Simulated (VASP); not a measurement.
# Zn (Fm-3m) in VASP: further runs

Runs on Zn. Level: PBE. Tasks: single point.

Program: VASP 6.6.1. These are calculated values, not measurements. Logs are shortened: lines on timing, memory, paths and dates and some standing lists are left out, and cuts for length are marked.

### 1 The cell of the first run

It takes space group Fm-3m (No. 225, cubic). The conventional cell has a = 3.489 Å, b = 3.489 Å, c = 3.489 Å, α = 90.00°, β = 90.00°, γ = 90.00°. Zn (site symmetry m-3m) has 12 Zn at 2.47 Å within 3.3 Å.

### 2 Single point, PBE (volume scaled by 0.7)

File INCAR:

```
SYSTEM = Zn
PREC     = Accurate       ! precision mode
ENCUT    = 520            ! plane-wave cutoff, eV
EDIFF    = 1E-7           ! SCF threshold, eV
ISMEAR   = -1             ! smearing method
SIGMA    = 0.05           ! smearing width, eV
LREAL    = .False.        ! projectors in reciprocal space
LASPH    = .True.         ! aspherical terms in the spheres
NELM     = 60             ! most SCF steps
ALGO     = Normal         ! electronic algorithm
ISIF     = 2              ! what is computed and relaxed
LWAVE    = .False.        ! write WAVECAR
LCHARG   = .True.         ! write CHGCAR
GGA      = PE             ! functional
LELF     = .True.         ! ELF
LVHAR    = .True.       
NBANDS   = 12             ! bands
```

File KPOINTS:

```
regular mesh
0
Gamma
  17 17 17
  0 0 0
```

File POSCAR:

```
Zn
1.0
    0.0000000000      1.7446232369      1.7446232369
    1.7446232369      0.0000000000      1.7446232369
    1.7446232369      1.7446232369      0.0000000000
Zn
1
Direct
    0.0000000000      0.0000000000      0.0000000000
```

Potentials or basis: VASP PAW PBE potentials, release 64 (Zn).

The run is started by

```console
$ cat potpaw_PBE.64/Zn/POTCAR > POTCAR
$ mpirun -np 1 vasp_std > vasp.out
```

OUTCAR:

```text
SYSTEM = Zn
   PREC = Accurate
   ENCUT = 520
   EDIFF = 1E-7
   ISMEAR = -1
   LREAL = .False.
   LASPH = .True.
   NELM = 60
   ISIF = 2
   GGA = PE

 ion  position               nearest neighbor table
   1  0.000  0.000  0.000-

  LATTYP: Found a face centered cubic cell.
 ALAT       =     3.4892464738

  Lattice vectors:

 A1 = (   0.0000000000,   1.7446232369,   1.7446232369)
 A2 = (   1.7446232369,   0.0000000000,   1.7446232369)
 A3 = (   1.7446232369,   1.7446232369,   0.0000000000)

Analysis of symmetry for initial positions (statically):
=====================================================================
 Subroutine PRICEL returns:
 Original cell was already a primitive cell.

 Routine SETGRP: Setting up the symmetry group for a
 face centered cubic supercell.

 Subroutine GETGRP returns: Found 48 space group operations
 (whereof 48 operations were pure point group operations)
 out of a pool of 48 trial point group operations.

The static configuration has the point symmetry O_h .

Analysis of symmetry for dynamics (positions and initial velocities):
=====================================================================
 Subroutine PRICEL returns:
 Original cell was already a primitive cell.

 Routine SETGRP: Setting up the symmetry group for a
 face centered cubic supercell.

 Subroutine GETGRP returns: Found 48 space group operations
 (whereof 48 operations were pure point group operations)
 out of a pool of 48 trial point group operations.

The dynamic configuration has the point symmetry O_h .

 Subroutine INISYM returns: Found 48 space group operations
 (whereof 48 operations are pure point group operations),
 and found     1 'primitive' translations

----------------------------------------------------------------------------------------

                                     Primitive cell

  volume of cell :      10.6203

  direct lattice vectors                    reciprocal lattice vectors
     0.000000000  1.744623237  1.744623237    -0.286594830  0.286594830  0.286594830
     1.744623237  0.000000000  1.744623237     0.286594830 -0.286594830  0.286594830
     1.744623237  1.744623237  0.000000000     0.286594830  0.286594830 -0.286594830

  length of vectors
     2.467269843  2.467269843  2.467269843     0.496396807  0.496396807  0.496396807

  position of ions in fractional coordinates (direct lattice)
     0.000000000  0.000000000  0.000000000

  ion indices of the primitive-cell ions
   primitive index   ion index
                 1           1

----------------------------------------------------------------------------------------

 KPOINTS: regular mesh

Automatic generation of k-mesh.
 Grid dimensions read from file:
 generate k-points for:   17   17   17

 Generating k-lattice:

  Cartesian coordinates                     Fractional coordinates (reciprocal lattice)
    -0.016858519  0.016858519  0.016858519     0.058823529  0.000000000  0.000000000
     0.016858519 -0.016858519  0.016858519     0.000000000  0.058823529  0.000000000
     0.016858519  0.016858519 -0.016858519     0.000000000  0.000000000  0.058823529

  Length of vectors
     0.029199812  0.029199812  0.029199812

  Shift w.r.t. Gamma in fractional coordinates (k-lattice)
     0.000000000  0.000000000  0.000000000

 Subroutine IBZKPT returns following result:
 ===========================================

 Found    165 irreducible k-points:

 Following reciprocal coordinates:
            Coordinates               Weight
  0.000000  0.000000  0.000000      1.000000
  0.058824  0.000000  0.000000      8.000000
  0.117647  0.000000  0.000000      8.000000
  0.176471  0.000000  0.000000      8.000000
  0.235294  0.000000  0.000000      8.000000
  0.294118  0.000000  0.000000      8.000000
[... 16 lines left out ...]
 -0.176471  0.058824  0.000000     24.000000
 -0.117647  0.058824  0.000000     24.000000
 [... further k-points ...]
   k-points           NKPTS =    165   k-points in BZ     NKDIM =    165   number of bands    NBANDS=     12
   number of dos      NEDOS =    301   number of ions     NIONS =      1
   total plane-waves  NPLWV =   5832
   dimension x,y,z NGX =    18 NGY =   18 NGZ =   18
   dimension x,y,z NGXF=    36 NGYF=   36 NGZF=   36
   ions per type =               1
   NGX,Y,Z   is equivalent  to a cutoff of  12.13, 12.13, 12.13 a.u.
   NGXF,Y,Z  is equivalent  to a cutoff of  24.26, 24.26, 24.26 a.u.
 SYSTEM =  Zn
   PREC   = accura    normal or accurate (medium, high low for compatibility)
   ISTART =      0    job   : 0-new  1-cont  2-samecut
   ICHARG =      2    charge: 1-file 2-atom 10-const
   ISPIN  =      1    spin polarized calculation?
   LNONCOLLINEAR =      F non collinear calculations
   LSORBIT =      F    spin-orbit coupling
   LASPH  =      T    aspherical Exc in radial PAW
   ENCUT  =  520.0 eV  38.22 Ry    6.18 a.u.   4.59  4.59  4.59*2*pi/ulx,y,z
   NELM   =     60;   NELMIN=  2; NELMDL= -5     # of ELM steps
   EDIFF  = 0.1E-06   stopping-criterion for ELM
   LREAL  =      F    real-space projection
   EDIFFG = 0.1E-05   stopping-criterion for IOM
   NSW    =      0    number of steps for IOM
   IBRION =     -1    ionic relax: 0-MD 1-quasi-New 2-CG
   NFREE  =      0    steps in history (QN), initial steepest desc. (CG)
   ISIF   =      2    stress and relaxation
   ISYM   =      2    0-nonsym 1-usesym 2-fastsym
   POTIM  = 0.5000    time-step for ionic-motion
   TEBEG  =    0.0;   TEEND  =   0.0 temperature during run
   PSTRESS=    0.0 pullay stress
   NELECT =      12.0000    total number of electrons
   NUPDOWN=      -1.0000    fix difference up-down
   EMIN   =  10.00;   EMAX   =-10.00  energy-range for DOS
   EFERMI =   0.00;   METHOD = LEGACY
   ISMEAR =    -1;   SIGMA  =   0.05  broadening in eV -4-tet -1-fermi 0-gaus
   EFERMI_NEDOS =   21; number of points for ismear=-14 and -15
   IALGO  =     38    algorithm
   IMIX   =      4    mixing-type and parameters
     AMIX     =   0.40;   BMIX     =  1.00
     AMIX_MAG =   1.60;   BMIX_MAG =  1.00
  volume/ion in A,a.u.               =      10.62        71.67
  Fermi-wavevector in a.u.,A,eV,Ry     =   1.705128  3.222224 39.558405  2.907461
  Thomas-Fermi vector in A             =   2.784405
   LORBIT       =      0    0 simple, 1 ext, 2 COOP (PROOUT), +10 PAW based schemes
   GGA     = PE    functional components
   LHFCALC =     F    Hartree Fock is set to
   AEXX    =    0.0000 exact exchange contribution
   IVDW    =     0    specifies the selected vdW correction
   LEPSILON=     F    determine dielectric tensor
   LRPA    =     F    only Hartree local field effects (RPA)
 non-spin polarized calculation
  energy-cutoff  :      520.00
  volume of cell :       10.62
 maximum number of plane-waves:       298
   NGX =  9   NGY =  9   NGZ =  9

 number of electron      11.9999994 magnetization

 Free energy of the ion-electron system (eV)
  ---------------------------------------------------
  ext. energy  EPLUGINS =         0.00000000
  ---------------------------------------------------
  free energy    TOTEN  =        -0.45590746 eV

  energy without entropy =       -0.45332573  energy(sigma->0) =       -0.45461659

 E-fermi :   6.4332     XC(G=0): -13.5818

 val. band max:        6.4205396000   @ k =  -0.3529   0.4118   0.1176
 cond. band min:       6.4600346691   @ k =   0.4706   0.0588   0.0000
 fundamental gap:      0.0394950691
 Fermi energy:         6.4332376640

 k-point     1 :       0.0000    0.0000    0.0000
  band No.  band energies     occupation
      1      -7.5043      2.00000
      2      -2.7545      2.00000
      3      -2.7545      2.00000
      4      -2.7545      2.00000
      5      -2.0248      2.00000
      6      -2.0248      2.00000
      7      27.8178      0.00000
      8      29.8255      0.00000
      9      29.8255      0.00000
     10      29.8255      0.00000
     11      32.3272      0.00000
     12      32.3272      0.00000

 k-point     2 :       0.0588    0.0000    0.0000
  band No.  band energies     occupation
      1      -7.3698      2.00000
      2      -2.7746      2.00000
      3      -2.7323      2.00000
      4      -2.7323      2.00000
      5      -2.0324      2.00000
      6      -2.0324      2.00000
      7      26.4754      0.00000
      8      28.5602      0.00000
      9      29.2891      0.00000
     10      29.2892      0.00000
     11      33.0861      0.00000
     12      33.0861      0.00000

 k-point     3 :       0.1176    0.0000    0.0000
  band No.  band energies     occupation
      1      -6.9732      2.00000
      2      -2.8247      2.00000
      3      -2.6761      2.00000
      4      -2.6761      2.00000
      5      -2.0460      2.00000
      6      -2.0460      2.00000
      7      23.1157      0.00000
      8      28.2456      0.00000
      9      28.4048      0.00000
     10      28.4048      0.00000
     11      34.6009      0.00000
     12      34.6009      0.00000
[... 286 lines left out ...]
 k-point    23 :      -0.1765    0.0588    0.0000
  band No.  band energies     occupation
      1      -5.9788      2.00000
      2      -2.9185      2.00000
      3      -2.5872      2.00000
      4      -2.5768      2.00000
      5      -2.1155      2.00000
      6      -1.9100      2.00000
      7      18.6234      0.00000
      8      24.1392      0.00000
      9      29.0475      0.00000
     10      29.5295      0.00000
     11      33.0669      0.00000
     12      33.3354      0.00000

 k-point    24 :      -0.1176    0.0588    0.0000
  band No.  band energies     occupation
      1      -6.6714      2.00000
      2      -2.8766      2.00000
      3      -2.6357      2.00000
      4      -2.6235      2.00000
      5      -2.1133      2.00000
      6      -1.9847      2.00000
      7      22.0271      0.00000
      8      24.8667      0.00000
      9      29.3026      0.00000
     10      30.1426      0.00000
     11      33.4044      0.00000
     12      33.6189      0.00000

 [... further k-points ...]

------------------------ aborting loop because EDIFF is reached ----------------------------------------

  FORCE on cell =-STRESS in cart. coord.  units (eV):
  Direction    XX          YY          ZZ          XY          YZ          ZX
  --------------------------------------------------------------------------------------
  -------------------------------------------------------------------------------------
  Total        4.1760372      4.1760372      4.1760372     -0.0000000      0.0000000     -0.0000000
  in kB      629.9991808    629.9991808    629.9991808     -0.0000000      0.0000000     -0.0000000
  external PRESSURE =     629.9991808 kB  Pullay stress =       0.0000000 kB

 VOLUME and BASIS-vectors are now :
 -----------------------------------------------------------------------------
  energy-cutoff  :      520.00
  volume of cell :       10.62
      direct lattice vectors                 reciprocal lattice vectors
     0.000000000  1.744623237  1.744623237    -0.286594830  0.286594830  0.286594830
     1.744623237  0.000000000  1.744623237     0.286594830 -0.286594830  0.286594830
     1.744623237  1.744623237  0.000000000     0.286594830  0.286594830 -0.286594830

 POSITION                                       TOTAL-FORCE (eV/Angst)
 -----------------------------------------------------------------------------------
      0.00000      0.00000      0.00000        -0.000000     -0.000000     -0.000000
 -----------------------------------------------------------------------------------
    total drift:                                0.000000     -0.000000      0.000000

  FREE ENERGIE OF THE ION-ELECTRON SYSTEM (eV)
  ---------------------------------------------------
  free  energy   TOTEN  =        -0.4559074586 eV

  energy  without entropy=       -0.4533257288  energy(sigma->0) =       -0.45461659
```

Run time: 11 s. Hardware: 1 thread of Intel Xeon 6975P-C, shared host; peak memory 0.13 GiB.

The run converged, but its numbers aren't listed here, since they failed a check.

### 3 Single point, PBE (volume scaled by 0.8)

File INCAR:

```
PREC = Accurate ; ENCUT = 520
EDIFF = 1E-6 ; ISMEAR = -1
SIGMA = 0.05 ; LREAL = F
LASPH = T ; NELM = 80
ALGO = Normal ; ISIF = 2
LWAVE = F ; LCHARG = F
GGA = PE ; NBANDS = 12
```

File KPOINTS:

```
Automatic mesh
0
Gamma
  17 17 17
```

File POSCAR:

```
Zn
1.0
    0.0000000000      1.8240313636      1.8240313636
    1.8240313636      0.0000000000      1.8240313636
    1.8240313636      1.8240313636      0.0000000000
Zn
1
Direct
    0.0000000000      0.0000000000      0.0000000000
```

Potentials or basis: VASP PAW PBE potentials, release 64 (Zn).

The run is started by

```console
$ cat potpaw_PBE.64/Zn/POTCAR > POTCAR
$ mpirun -np 1 vasp_std > vasp.out
```

It took 12 s on 1 thread of Intel Xeon 6975P-C, shared host; peak memory 0.14 GiB.

It converged, with:

- Free energy: -0.8698 eV
- Pressure: 28.2 GPa
- Band gap on the k mesh: zero (band 6 reaches 6.30 eV, above the bottom of band 7 at 4.02 eV)

Levels at points of the mesh, in eV from the Fermi level:
```tsv
k point	band 4	band 5	band 6	band 7	band 8	band 9
(0.00, 0.00, 0.00)	-8.44	-7.87	-7.87	20.50	21.45	21.45
```

### 4 Single point, PBE (volume scaled by 0.9)

File INCAR:

```
SYSTEM = Zn
PREC = Accurate
ENCUT = 520
EDIFF = 1E-6
ISMEAR = -1
SIGMA = 0.05
LREAL = .False.
LASPH = .True.
NELM = 100
ALGO = Normal
ISIF = 2
LWAVE = .False.
LCHARG = .False.
GGA = PE
NBANDS = 12
```

File KPOINTS:

```
Automatic mesh
0
Gamma
  17 17 17
  0 0 0
```

File POSCAR:

```
Zn
1.0
    0.0000000000      1.8970690661      1.8970690661
    1.8970690661      0.0000000000      1.8970690661
    1.8970690661      1.8970690661      0.0000000000
Zn
1
Direct
    0.0000000000      0.0000000000      0.0000000000
```

The run is started by

```console
$ cat potpaw_PBE.64/Zn/POTCAR > POTCAR
$ mpirun -np 1 vasp_std > vasp.out
```

Run time: 11 s. Hardware: 1 thread of Intel Xeon 6975P-C, shared host; peak memory 0.14 GiB.

The run converged. Its results:

```yaml
Free_energy: -1.0428 eV
Pressure: 10.2 GPa
Band_gap_on_the_k_mesh: zero (band 6 reaches 5.23 eV, above the bottom of band 7 at 2.79 eV)
```

Levels at points of the mesh, in eV from the Fermi level:
```csv
k point,band 2,band 3,band 4,band 5,band 6,band 7,band 8,band 9,band 10,band 11
"(0.00, 0.00, 0.00)",-7.97,-7.97,-7.97,-7.51,-7.51,19.64,19.73,19.73,19.73,22.37
```

(Part 1 of 2 ends here.)
